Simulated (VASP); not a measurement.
**KCl: single point with PBE**

Crystal: KCl.

```
K Cl
1.0
     0.00000    3.14554    3.14554
     3.14554    0.00000    3.14554
     3.14554    3.14554    0.00000
K Cl
1 1
Direct
  0.00000 0.00000 0.00000
  0.50000 0.50000 0.50000
```

This cell differs from its parent crystal: volume scaled by 0.99.

```
Program             : VASP 6.6.1
Task                : single point
Functional          : PBE
Potentials or basis : VASP PAW PBE potentials, release 64 (K_sv, Cl)
Cutoff              : 520 eV
k mesh              : 7 × 7 × 7
Occupations         : fermi-dirac, width 0.03 eV
Spin                : no spin polarisation
```

```yaml
Pressure: 0.8 GPa
Band_gap_on_the_k_mesh: 5.19 eV, direct
```

Levels at points of the mesh, in eV from the valence-band top:
| k point | band 5 | band 6 | band 7 | band 8 | band 9 | band 10 | band 11 | band 12 |
| --- | --- | --- | --- | --- | --- | --- | --- | --- |
| (0.00, 0.00, 0.00) | -10.66 | 0.00 | 0.00 | 0.00 | 5.19 | 8.38 | 8.38 | 8.38 |

Wall time 14 s on 1 thread of AMD EPYC 9R45 (Zen 5) (shared host), peak memory 0.17 GiB.

 A k mesh can miss the band edges.
